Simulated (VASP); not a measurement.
# C10O in VASP: a series of runs, part 2 of 2

VASP 6.6.1. The steps go on from the part before.

## Step 3: Single point, PBE

File INCAR:

```
SYSTEM = C10O
ALGO = Normal
DIPOL = 0.5 0.5 0.328
EDIFF = 1E-6
ENCUT = 520
GGA = PE
IDIPOL = 3
ISIF = 2
ISMEAR = 0
LASPH = .True.
LCHARG = .True.
LDIPOL = .True.
LELF = .True.
LREAL = .False.
LVACPOTAV = .True.
LVHAR = .True.
LWAVE = .False.
NBANDS = 34
NELM = 100
PREC = Accurate
SIGMA = 0.1
```

File KPOINTS:

```
k-points
0
Gamma
  7 3 1
  0 0 0
```

File POSCAR:

```
C10O
1.0
    4.2718357708      0.0000000000      0.0000000000
   -2.1359178854      8.6110540238      0.0000000000
    0.0000000000      0.0000000000     20.2788004813
C O
10 1
Direct
    0.1564123854      0.9794914374      0.1972503257
    0.8230790520      0.9794914374      0.1972503257
    0.6461581040      0.9589828748      0.2574344554
    0.3128247708      0.9589828748      0.2574344554
    0.1338042252      0.9383827949      0.3175270426
    0.8045778963      0.9383825959      0.3175270455
    0.6222260098      0.9176685708      0.3778997975
    0.2954418906      0.9176685766      0.3778997213
    0.0947392957      0.8987953138      0.4329048587
    0.8040522437      0.8987946148      0.4329053136
    0.8447392957      1.6487953138      0.4413476627
```

Potentials or basis: VASP PAW PBE potentials, release 64 (C, O).

Launch:

```bash
> cat potpaw_PBE.64/C/POTCAR potpaw_PBE.64/O/POTCAR > POTCAR
> mpirun -np 1 vasp_std > vasp.out
```

OUTCAR:

```text
SYSTEM = C10O
   EDIFF = 1E-6
   ENCUT = 520
   GGA = PE
   ISIF = 2
   ISMEAR = 0
   LASPH = .True.
   LREAL = .False.
   NELM = 100
   PREC = Accurate

 ion  position               nearest neighbor table
   1  0.156  0.979  0.197-   2 1.42   4 1.42
   2  0.823  0.979  0.197-   1 1.42   3 1.42
   3  0.646  0.959  0.257-   4 1.42   2 1.42   6 1.43
   4  0.313  0.959  0.257-   3 1.42   1 1.42   5 1.43
   5  0.134  0.938  0.318-   6 1.41   4 1.43   8 1.44
   6  0.805  0.938  0.318-   5 1.41   3 1.43   7 1.44
   7  0.622  0.918  0.378-  10 1.39   8 1.40   6 1.44
   8  0.295  0.918  0.378-   9 1.39   7 1.40   5 1.44
   9  0.095  0.899  0.433-  10 1.24   8 1.39
  10  0.804  0.899  0.433-   9 1.24   7 1.39
  11  0.845  0.649  0.441-

  LATTYP: Found a base centered orthorhombic cell.
 ALAT       =     4.2718357708
 B/A-ratio  =     4.0315473187
 C/A-ratio  =     4.7470927183

  Lattice vectors:

 A1 = (   2.1359178854,  -8.6110540238,   0.0000000000)
 A2 = (   2.1359178854,   8.6110540238,   0.0000000000)
 A3 = (   0.0000000000,   0.0000000000,  20.2788004813)

Analysis of symmetry for initial positions (statically):
=====================================================================
 Subroutine PRICEL returns:
 Original cell was already a primitive cell.

 Routine SETGRP: Setting up the symmetry group for a
 base centered orthorhombic supercell.

 Subroutine GETGRP returns: Found  1 space group operations
 (whereof  1 operations were pure point group operations)
 out of a pool of  8 trial point group operations.

The static configuration has the point symmetry C_1 .

Analysis of symmetry for dynamics (positions and initial velocities):
=====================================================================
 Subroutine PRICEL returns:
 Original cell was already a primitive cell.

 Routine SETGRP: Setting up the symmetry group for a
 base centered orthorhombic supercell.

 Subroutine GETGRP returns: Found  1 space group operations
 (whereof  1 operations were pure point group operations)
 out of a pool of  8 trial point group operations.

The dynamic configuration has the point symmetry C_1 .

 Subroutine INISYM returns: Found  1 space group operations
 (whereof  1 operations are pure point group operations),
 and found     1 'primitive' translations

----------------------------------------------------------------------------------------

                                     Primitive cell

  volume of cell :     745.9559

  direct lattice vectors                    reciprocal lattice vectors
     4.271835771  0.000000000  0.000000000     0.234091396  0.058064901  0.000000000
    -2.135917885  8.611054024  0.000000000     0.000000000  0.116129802  0.000000000
     0.000000000  0.000000000 20.278800481     0.000000000  0.000000000  0.049312581

  length of vectors
     4.271835771  8.872000711 20.278800481     0.241185229  0.116129802  0.049312581

  position of ions in fractional coordinates (direct lattice)
     0.156412385  0.979491437  0.197250326
[... 87 lines left out ...]
   number of dos      NEDOS =    301   number of ions     NIONS =     11
   total plane-waves  NPLWV = 358400
   dimension x,y,z NGX =    32 NGY =   70 NGZ =  160
   dimension x,y,z NGXF=    64 NGYF=  140 NGZF=  320
   ions per type =              10   1
   NGX,Y,Z   is equivalent  to a cutoff of  12.45, 13.12, 13.12 a.u.
   NGXF,Y,Z  is equivalent  to a cutoff of  24.91, 26.23, 26.23 a.u.
 SYSTEM =  C10O
   PREC   = accura    normal or accurate (medium, high low for compatibility)
   ISTART =      0    job   : 0-new  1-cont  2-samecut
   ICHARG =      2    charge: 1-file 2-atom 10-const
   ISPIN  =      1    spin polarized calculation?
   LNONCOLLINEAR =      F non collinear calculations
   LSORBIT =      F    spin-orbit coupling
   LASPH  =      T    aspherical Exc in radial PAW
   ENCUT  =  520.0 eV  38.22 Ry    6.18 a.u.   7.94 16.50 37.71*2*pi/ulx,y,z
   NELM   =    100;   NELMIN=  2; NELMDL= -5     # of ELM steps
   EDIFF  = 0.1E-05   stopping-criterion for ELM
   LREAL  =      F    real-space projection
   EDIFFG = 0.1E-04   stopping-criterion for IOM
   NSW    =      0    number of steps for IOM
   IBRION =     -1    ionic relax: 0-MD 1-quasi-New 2-CG
   NFREE  =      0    steps in history (QN), initial steepest desc. (CG)
   ISIF   =      2    stress and relaxation
   ISYM   =      2    0-nonsym 1-usesym 2-fastsym
   POTIM  = 0.5000    time-step for ionic-motion
   TEBEG  =    0.0;   TEEND  =   0.0 temperature during run
   PSTRESS=    0.0 pullay stress
   NELECT =      46.0000    total number of electrons
   NUPDOWN=      -1.0000    fix difference up-down
   EMIN   =  10.00;   EMAX   =-10.00  energy-range for DOS
   EFERMI =   0.00;   METHOD = LEGACY
   ISMEAR =     0;   SIGMA  =   0.10  broadening in eV -4-tet -1-fermi 0-gaus
   EFERMI_NEDOS =   21; number of points for ismear=-14 and -15
   IALGO  =     38    algorithm
   IMIX   =      4    mixing-type and parameters
     AMIX     =   0.40;   BMIX     =  1.00
     AMIX_MAG =   1.60;   BMIX_MAG =  1.00
  volume/ion in A,a.u.               =      67.81       457.63
  Fermi-wavevector in a.u.,A,eV,Ry     =   0.646780  1.222236  5.691644  0.418324
  Thomas-Fermi vector in A             =   1.714874
   LORBIT       =      0    0 simple, 1 ext, 2 COOP (PROOUT), +10 PAW based schemes
   GGA     = PE    functional components
   LHFCALC =     F    Hartree Fock is set to
   AEXX    =    0.0000 exact exchange contribution
   IVDW    =     0    specifies the selected vdW correction
   LEPSILON=     F    determine dielectric tensor
   LRPA    =     F    only Hartree local field effects (RPA)
 non-spin polarized calculation
 Gauss-broadening in eV      SIGMA  =   0.10
  energy-cutoff  :      520.00
  volume of cell :      745.96
 maximum number of plane-waves:     20148
   NGX = 15   NGY = 33   NGZ = 75

 dipolmoment           0.000000      0.000000     -0.027667 electrons x Angstroem

 number of electron      46.0000002 magnetization

 dipolmoment           0.000000      0.000000      0.136447 electrons x Angstroem

 Free energy of the ion-electron system (eV)
  ---------------------------------------------------
  ext. energy  EPLUGINS =         0.00000000
  ---------------------------------------------------
  free energy    TOTEN  =       -84.37078128 eV

  energy without entropy =      -84.33123862  energy(sigma->0) =      -84.35100995

 E-fermi :  -5.2030     XC(G=0):  -2.2036

 val. band max:       -5.2802731617   @ k =   0.4286   0.3333   0.0000
 cond. band min:      -5.1726911031   @ k =   0.4286   0.3333   0.0000
 fundamental gap:      0.1075820585
 Fermi energy:        -5.2029650629

 k-point     1 :       0.0000    0.0000    0.0000
  band No.  band energies     occupation
      1     -23.6971      2.00000
      2     -22.0080      2.00000
      3     -20.5995      2.00000
      4     -19.1739      2.00000
      5     -18.4504      2.00000
      6     -17.7817      2.00000
[... 396 lines left out ...]
     33       1.5652      0.00000
     34       2.0678      0.00000

------------------------ aborting loop because EDIFF is reached ----------------------------------------

  FORCE on cell =-STRESS in cart. coord.  units (eV):
  Direction    XX          YY          ZZ          XY          YZ          ZX
  --------------------------------------------------------------------------------------
  -------------------------------------------------------------------------------------
  Total        0.8543762     -6.8563835     -2.0428057      0.1153335      0.2031254     -0.2144632
  in kB        1.8350445    -14.7262632     -4.3875746      0.2477155      0.4362764     -0.4606278
  external PRESSURE =      -5.7595978 kB  Pullay stress =       0.0000000 kB

 VOLUME and BASIS-vectors are now :
 -----------------------------------------------------------------------------
  energy-cutoff  :      520.00
  volume of cell :      745.96
      direct lattice vectors                 reciprocal lattice vectors
     4.271835771  0.000000000  0.000000000     0.234091396  0.058064901  0.000000000
    -2.135917885  8.611054024  0.000000000     0.000000000  0.116129802  0.000000000
     0.000000000  0.000000000 20.278800481     0.000000000  0.000000000  0.049312581

 POSITION                                       TOTAL-FORCE (eV/Angst)
 -----------------------------------------------------------------------------------
     -1.42395      8.43445      4.00000        -7.085755     -0.143136      1.061977
      1.42395      8.43445      4.00000         7.104194     -0.166275      1.047689
      0.71197      8.25785      5.22046        -0.320038      0.147147     -0.907221
     -0.71197      8.25785      5.22046         0.328207      0.133684     -0.959131
     -1.43272      8.08046      6.43907         0.120472     -0.003792     -0.152478
      1.43272      8.08046      6.43907        -0.104870     -0.020645     -0.218218
      0.69798      7.90209      7.66335        -0.732567      0.355165     -0.205786
     -0.69799      7.90209      7.66335         0.781003      0.424588     -0.348971
     -1.51504      7.73958      8.77879         2.166339     -2.122848      0.380264
      1.51503      7.73957      8.77880        -2.217120     -1.729272      0.303459
      2.22281      5.58681      8.95000        -0.039864      3.125383     -0.001585
 -----------------------------------------------------------------------------------
    total drift:                               -0.000300     -0.000269     -0.000213

  FREE ENERGIE OF THE ION-ELECTRON SYSTEM (eV)
  ---------------------------------------------------
  free  energy   TOTEN  =       -84.3707812847 eV

  energy  without entropy=      -84.3312386151  energy(sigma->0) =      -84.35100995

 vacuum level on the upper side and lower side of the slab         1.710         1.039
```

Wall time 7.9 min (1 thread of Intel Xeon 6975P-C (Granite Rapids), shared host); peak memory 0.79 GiB.

Results:

```yaml
Free_energy: -84.3708 eV
Largest_force: 7.183 eV/Å
Band_gap_on_the_k_mesh: 0.11 eV
```

Forces on the atoms (eV/Å):
```
C   -7.086 -0.143  1.062
C    7.104 -0.166  1.048
C   -0.320  0.147 -0.907
C    0.328  0.134 -0.959
C    0.120 -0.004 -0.152
C   -0.105 -0.021 -0.218
C   -0.733  0.355 -0.206
C    0.781  0.425 -0.349
C    2.166 -2.123  0.380
C   -2.217 -1.729  0.303
O   -0.040  3.125 -0.002
```
